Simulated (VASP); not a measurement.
# Al: single point with LDA

The system is Al.

```xyz
7
Lattice="-3.1824 3.1824 3.1824 3.1824 -3.1824 3.1824 3.1824 3.1824 -3.1824" Properties=species:S:1:pos:R:3 pbc="T T T"
Al    0.2570    0.2675   -0.2756
Al    1.4971   -1.7501    1.2964
Al    3.1350    0.3169    0.1724
Al   -1.2963    1.5015    1.7586
Al   -0.1713    3.1206   -0.3151
Al    0.3190   -0.1698    3.2478
Al    1.4310    1.8849    1.6739
```

```
Program                : VASP 6.6.1
Task                   : single point
Functional             : LDA
Potentials or basis    : VASP PAW LDA potentials, release 64 (Al)
Cutoff                 : 400 eV
k mesh                 : 3 × 3 × 3
Occupations            : gaussian, width 0.1 eV
Spin                   : no spin polarisation
Dipole correction      : no
Further INCAR settings : ALGO = Normal; EDIFF = 1e-06; NBANDS = 20
```

| Item | Value |
| --- | --- |
| Pressure | -1.8 GPa |
| Largest force | 0.032 eV/Å |
| Band gap on the k mesh | zero (an odd number of electrons rules out a gap without spin polarisation) |

Forces in eV/Å, atoms in the order of the input:
```
Al   0.027  0.006  0.017
Al  -0.011  0.016 -0.008
Al  -0.002 -0.011  0.009
Al   0.004 -0.008 -0.002
Al  -0.006  0.019  0.000
Al  -0.006 -0.006 -0.027
Al  -0.006 -0.015  0.011
```

Stress tensor (GPa, compression positive):
```
-1.81 -0.05  0.03
-0.05 -1.78  0.05
 0.03  0.05 -1.68
```

Levels at points of the mesh, in eV from the Fermi level:
```
           k point  band 8  band 9  band 10  band 11  band 12  band 13
(0.00, 0.00, 0.00)   -3.30   -3.29    -2.52    -2.51    -2.30     0.07
```

Wall time 17 s on 1 thread of Intel(R) Xeon(R) Platinum 8259CL CPU @ 2.50GHz (Skylake/Cascade Lake), with other jobs on the host, peak memory 0.17 GiB.

Caveat: the k points lie up to 0.47 Å⁻¹ apart, too coarse for converged energies and pressures of a metal.
